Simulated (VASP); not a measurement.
# Al2Pt (Fm-3m) in VASP: further runs

Runs on Al2Pt. Level: PBE. Tasks: single point, relaxation of cell and atoms.

Program: VASP 6.6.1. These are calculated values, not measurements. Logs are shortened: lines on timing, memory, paths and dates and some standing lists are left out, and cuts for length are marked.

**1. The cell of the first run**

It takes space group Fm-3m (No. 225, cubic). The conventional cell has a = 5.945 Å, b = 5.945 Å, c = 5.945 Å, α = 90.00°, β = 90.00°, γ = 90.00°. Within 3.4 Å of Al (site symmetry -43m) lie 4 Pt at 2.57 Å and 6 Al at 2.97 Å. Pt (site symmetry m-3m) has 8 Al at 2.57 Å within 3.4 Å.

**2. Single point, PBE**

The input, INCAR:

```
SYSTEM = Al2Pt
PREC = Accurate ; ENCUT = 500
EDIFF = 1E-6 ; ISMEAR = 0
SIGMA = 0.1 ; LREAL = .False.
LASPH = .True. ; NELM = 120
ALGO = Normal ; ISIF = 2
LWAVE = .False. ; LCHARG = .False.
GGA = PE ; NBANDS = 15
GGA_COMPAT = .False.
```

The input, KPOINTS:

```
Automatic mesh
0
Gamma
  6 6 6
  0 0 0
```

The input, POSCAR:

```
Al2Pt
1.0
    0.0000000000      2.9727292993      2.9727292993
    2.9727292993      0.0000000000      2.9727292993
    2.9727292993      2.9727292993      0.0000000000
Al Pt
2 1
Direct
    0.2500000000      0.2500000000      0.2500000000
    0.7500000000      0.7500000000      0.7500000000
    0.0000000000      0.0000000000      0.0000000000
```

Potentials or basis: VASP PAW PBE potentials, release 64 (Al, Pt).

The run is started by

```sh
cat potpaw_PBE.64/Al/POTCAR potpaw_PBE.64/Pt/POTCAR > POTCAR
mpirun -np 1 vasp_std > vasp.out
```

OUTCAR:

```text
SYSTEM = Al2Pt
   PREC = Accurate
   ENCUT = 500
   EDIFF = 1E-6
   ISMEAR = 0
   LREAL = .False.
   LASPH = .True.
   NELM = 120
   ISIF = 2
   GGA = PE

 ion  position               nearest neighbor table
   1  0.250  0.250  0.250-   3 2.57   3 2.57   3 2.57   3 2.57   2 2.97   2 2.97   2 2.97   2 2.97
                             2 2.97   2 2.97
   2  0.750  0.750  0.750-   3 2.57   3 2.57   3 2.57   3 2.57   1 2.97   1 2.97   1 2.97   1 2.97
                             1 2.97   1 2.97
   3  0.000  0.000  0.000-   2 2.57   2 2.57   2 2.57   1 2.57   2 2.57   1 2.57   1 2.57   1 2.57

  LATTYP: Found a face centered cubic cell.
 ALAT       =     5.9454585986

  Lattice vectors:

 A1 = (   0.0000000000,   2.9727292993,   2.9727292993)
 A2 = (   2.9727292993,   0.0000000000,   2.9727292993)
 A3 = (   2.9727292993,   2.9727292993,   0.0000000000)

Analysis of symmetry for initial positions (statically):
=====================================================================
 Subroutine PRICEL returns:
 Original cell was already a primitive cell.

 Routine SETGRP: Setting up the symmetry group for a
 face centered cubic supercell.

 Subroutine GETGRP returns: Found 48 space group operations
 (whereof 48 operations were pure point group operations)
 out of a pool of 48 trial point group operations.

The static configuration has the point symmetry O_h .

Analysis of symmetry for dynamics (positions and initial velocities):
=====================================================================
 Subroutine PRICEL returns:
 Original cell was already a primitive cell.

 Routine SETGRP: Setting up the symmetry group for a
 face centered cubic supercell.

 Subroutine GETGRP returns: Found 48 space group operations
 (whereof 48 operations were pure point group operations)
 out of a pool of 48 trial point group operations.

The dynamic configuration has the point symmetry O_h .

 Subroutine INISYM returns: Found 48 space group operations
 (whereof 48 operations are pure point group operations),
 and found     1 'primitive' translations

----------------------------------------------------------------------------------------

                                     Primitive cell

  volume of cell :      52.5407

  direct lattice vectors                    reciprocal lattice vectors
     0.000000000  2.972729299  2.972729299    -0.168195604  0.168195604  0.168195604
     2.972729299  0.000000000  2.972729299     0.168195604 -0.168195604  0.168195604
     2.972729299  2.972729299  0.000000000     0.168195604  0.168195604 -0.168195604

  length of vectors
     4.204074092  4.204074092  4.204074092     0.291323332  0.291323332  0.291323332

  position of ions in fractional coordinates (direct lattice)
     0.250000000  0.250000000  0.250000000
     0.750000000  0.750000000  0.750000000
     0.000000000  0.000000000  0.000000000

  ion indices of the primitive-cell ions
   primitive index   ion index
                 1           1
                 2           2
                 3           3

----------------------------------------------------------------------------------------

 KPOINTS: Automatic mesh

Automatic generation of k-mesh.
 Grid dimensions read from file:
 generate k-points for:    6    6    6

 Generating k-lattice:

  Cartesian coordinates                     Fractional coordinates (reciprocal lattice)
    -0.028032601  0.028032601  0.028032601     0.166666667  0.000000000  0.000000000
     0.028032601 -0.028032601  0.028032601     0.000000000  0.166666667  0.000000000
     0.028032601  0.028032601 -0.028032601     0.000000000  0.000000000  0.166666667

  Length of vectors
     0.048553889  0.048553889  0.048553889

  Shift w.r.t. Gamma in fractional coordinates (k-lattice)
     0.000000000  0.000000000  0.000000000

 Subroutine IBZKPT returns following result:
 ===========================================

 Found     16 irreducible k-points:

 Following reciprocal coordinates:
            Coordinates               Weight
  0.000000  0.000000  0.000000      1.000000
  0.166667  0.000000  0.000000      8.000000
  0.333333  0.000000  0.000000      8.000000
  0.500000  0.000000  0.000000      4.000000
  0.166667  0.166667  0.000000      6.000000
  0.333333  0.166667  0.000000     24.000000
[... 8 lines left out ...]
 -0.333333  0.333333  0.166667     24.000000
 -0.333333  0.500000  0.166667     12.000000
   k-points           NKPTS =     16   k-points in BZ     NKDIM =     16   number of bands    NBANDS=     15
   number of dos      NEDOS =    301   number of ions     NIONS =      3
   total plane-waves  NPLWV =  32768
   dimension x,y,z NGX =    32 NGY =   32 NGZ =   32
   dimension x,y,z NGXF=    64 NGYF=   64 NGZF=   64
   ions per type =               2   1
   NGX,Y,Z   is equivalent  to a cutoff of  12.65, 12.65, 12.65 a.u.
   NGXF,Y,Z  is equivalent  to a cutoff of  25.31, 25.31, 25.31 a.u.
 SYSTEM =  Al2Pt
   PREC   = accura    normal or accurate (medium, high low for compatibility)
   ISTART =      0    job   : 0-new  1-cont  2-samecut
   ICHARG =      2    charge: 1-file 2-atom 10-const
   ISPIN  =      1    spin polarized calculation?
   LNONCOLLINEAR =      F non collinear calculations
   LSORBIT =      F    spin-orbit coupling
   LASPH  =      T    aspherical Exc in radial PAW
   ENCUT  =  500.0 eV  36.75 Ry    6.06 a.u.   7.66  7.66  7.66*2*pi/ulx,y,z
   NELM   =    120;   NELMIN=  2; NELMDL= -5     # of ELM steps
   EDIFF  = 0.1E-05   stopping-criterion for ELM
   LREAL  =      F    real-space projection
   EDIFFG = 0.1E-04   stopping-criterion for IOM
   NSW    =      0    number of steps for IOM
   IBRION =     -1    ionic relax: 0-MD 1-quasi-New 2-CG
   NFREE  =      0    steps in history (QN), initial steepest desc. (CG)
   ISIF   =      2    stress and relaxation
   ISYM   =      2    0-nonsym 1-usesym 2-fastsym
   POTIM  = 0.5000    time-step for ionic-motion
   TEBEG  =    0.0;   TEEND  =   0.0 temperature during run
   PSTRESS=    0.0 pullay stress
   NELECT =      16.0000    total number of electrons
   NUPDOWN=      -1.0000    fix difference up-down
   EMIN   =  10.00;   EMAX   =-10.00  energy-range for DOS
   EFERMI =   0.00;   METHOD = LEGACY
   ISMEAR =     0;   SIGMA  =   0.10  broadening in eV -4-tet -1-fermi 0-gaus
   EFERMI_NEDOS =   21; number of points for ismear=-14 and -15
   IALGO  =     38    algorithm
   IMIX   =      4    mixing-type and parameters
     AMIX     =   0.40;   BMIX     =  1.00
     AMIX_MAG =   1.60;   BMIX_MAG =  1.00
  volume/ion in A,a.u.               =      17.51       118.19
  Fermi-wavevector in a.u.,A,eV,Ry     =   1.101411  2.081365 16.505316  1.213106
  Thomas-Fermi vector in A             =   2.237838
   LORBIT       =      0    0 simple, 1 ext, 2 COOP (PROOUT), +10 PAW based schemes
   GGA     = PE    functional components
   LHFCALC =     F    Hartree Fock is set to
   AEXX    =    0.0000 exact exchange contribution
   IVDW    =     0    specifies the selected vdW correction
   LEPSILON=     F    determine dielectric tensor
   LRPA    =     F    only Hartree local field effects (RPA)
 non-spin polarized calculation
 Gauss-broadening in eV      SIGMA  =   0.10
  energy-cutoff  :      500.00
  volume of cell :       52.54
 maximum number of plane-waves:      1363
 NGX is ok and might be reduce to    32
   NGX = 15   NGY = 15   NGZ = 15

 number of electron      16.0000000 magnetization

 Free energy of the ion-electron system (eV)
  ---------------------------------------------------
  ext. energy  EPLUGINS =         0.00000000
  ---------------------------------------------------
  free energy    TOTEN  =       -16.26967339 eV

  energy without entropy =      -16.26680764  energy(sigma->0) =      -16.26824052

 E-fermi :   7.7156     XC(G=0): -10.6225

 val. band max:        7.6651370293   @ k =  -0.3333   0.3333   0.0000
 cond. band min:       7.9224614293   @ k =   0.5000   0.3333   0.1667
 fundamental gap:      0.2573244000
 Fermi energy:         7.7156280319

 k-point     1 :       0.0000    0.0000    0.0000
  band No.  band energies     occupation
      1      -2.4118      2.00000
      2       2.7250      2.00000
      3       2.7250      2.00000
      4       2.7250      2.00000
      5       4.0589      2.00000
      6       4.0589      2.00000
      7      10.5128      0.00000
      8      11.4987      0.00000
      9      11.4987      0.00000
     10      11.4987      0.00000
     11      12.9963      0.00000
     12      12.9963      0.00000
     13      12.9963      0.00000
     14      13.9647      0.00000
     15      13.9647      0.00000

 k-point     2 :       0.1667    0.0000    0.0000
  band No.  band energies     occupation
      1      -2.0385      2.00000
      2       2.5117      2.00000
      3       2.8403      2.00000
      4       2.8403      2.00000
      5       4.0289      2.00000
      6       4.0289      2.00000
      7       8.4480      0.00000
      8      10.6124      0.00000
      9      10.6124      0.00000
     10      11.0202      0.00000
     11      13.3756      0.00000
     12      13.4017      0.00000
     13      13.4017      0.00000
     14      14.0542      0.00000
     15      14.0542      0.00000

 k-point     3 :       0.3333    0.0000    0.0000
  band No.  band energies     occupation
      1      -1.0145      2.00000
      2       2.0632      2.00000
      3       3.0092      2.00000
      4       3.0092      2.00000
      5       4.1159      2.00000
      6       4.1159      2.00000
      7       5.4117      2.00000
      8       9.3236      0.00000
      9       9.3236      0.00000
     10      11.4721      0.00000
     11      12.8797      0.00000
     12      12.9048      0.00000
     13      12.9048      0.00000
     14      15.9264      0.00000
     15      15.9264      0.00000

 k-point     4 :       0.5000    0.0000    0.0000
  band No.  band energies     occupation
      1      -0.1090      2.00000
      2       1.6545      2.00000
      3       3.0433      2.00000
      4       3.0433      2.00000
      5       4.0342      2.00000
      6       4.2728      2.00000
      7       4.2728      2.00000
      8       8.7067      0.00000
      9       8.7067      0.00000
     10      11.4262      0.00000
     11      12.7668      0.00000
     12      12.7668      0.00000
     13      12.8965      0.00000
     14      17.2823      0.00000
     15      17.2823      0.00000
[... 163 lines left out ...]
 k-point    14 :       0.5000    0.3333    0.1667
  band No.  band energies     occupation
      1      -0.0707      2.00000
      2       1.8884      2.00000
      3       2.9311      2.00000
      4       3.4955      2.00000
      5       3.8048      2.00000
      6       4.1647      2.00000
      7       5.1585      2.00000
      8       6.3710      2.00000
      9       7.9225      0.00344
     10      11.9361      0.00000
     11      12.2767      0.00000
     12      13.4703      0.00000
     13      15.4416      0.00000
     14      16.4631      0.00000
     15      16.9783      0.00000

 k-point    15 :      -0.3333    0.3333    0.1667
  band No.  band energies     occupation
      1       0.9096      2.00000
      2       1.7198      2.00000
      3       2.8010      2.00000
      4       3.1817      2.00000
      5       3.6358      2.00000
      6       4.2742      2.00000
      7       4.6805      2.00000
      8       5.9204      2.00000
      9       7.3371      2.00000
     10      11.9308      0.00000
     11      12.7991      0.00000
     12      14.2584      0.00000
     13      14.9641      0.00000
     14      16.1201      0.00000
     15      17.5050      0.00000

 k-point    16 :      -0.3333    0.5000    0.1667
  band No.  band energies     occupation
      1       1.7144      2.00000
      2       1.8126      2.00000
      3       1.9677      2.00000
      4       3.2571      2.00000
      5       3.9675      2.00000
      6       4.4483      2.00000
      7       4.4810      2.00000
      8       5.4781      2.00000
      9       6.6965      2.00000
     10      11.7485      0.00000
     11      12.3746      0.00000
     12      14.0286      0.00000
     13      15.7171      0.00000
     14      17.6492      0.00000
     15      18.9222      0.00000

------------------------ aborting loop because EDIFF is reached ----------------------------------------

  FORCE on cell =-STRESS in cart. coord.  units (eV):
  Direction    XX          YY          ZZ          XY          YZ          ZX
  --------------------------------------------------------------------------------------
  -------------------------------------------------------------------------------------
  Total       -0.0608897     -0.0608897     -0.0608897      0.0000000     -0.0000000      0.0000000
  in kB       -1.8567721     -1.8567721     -1.8567721      0.0000000     -0.0000000      0.0000000
  external PRESSURE =      -1.8567721 kB  Pullay stress =       0.0000000 kB

 VOLUME and BASIS-vectors are now :
 -----------------------------------------------------------------------------
  energy-cutoff  :      500.00
  volume of cell :       52.54
      direct lattice vectors                 reciprocal lattice vectors
     0.000000000  2.972729299  2.972729299    -0.168195604  0.168195604  0.168195604
     2.972729299  0.000000000  2.972729299     0.168195604 -0.168195604  0.168195604
     2.972729299  2.972729299  0.000000000     0.168195604  0.168195604 -0.168195604

 POSITION                                       TOTAL-FORCE (eV/Angst)
 -----------------------------------------------------------------------------------
      1.48636      1.48636      1.48636         0.000000      0.000000      0.000000
      4.45909      4.45909      4.45909        -0.000000     -0.000000     -0.000000
      0.00000      0.00000      0.00000        -0.000000     -0.000000     -0.000000
 -----------------------------------------------------------------------------------
    total drift:                                0.000000     -0.000000      0.000000

  FREE ENERGIE OF THE ION-ELECTRON SYSTEM (eV)
  ---------------------------------------------------
  free  energy   TOTEN  =       -16.2696733892 eV

  energy  without entropy=      -16.2668076446  energy(sigma->0) =      -16.26824052
```

Run time: 20 s. Hardware: 1 thread of AMD EPYC 7R43 (Zen 3), shared host; peak memory 0.14 GiB.

Results:

```yaml
Free_energy: -16.2697 eV
Pressure: -0.2 GPa
Band_gap_on_the_k_mesh: zero (band 8 reaches 11.50 eV, above the bottom of band 9 at 6.12 eV)
```

Caveat: spin-orbit coupling is left out, which moves the levels of the heavy elements.

(Continued in part 2 of 2.)
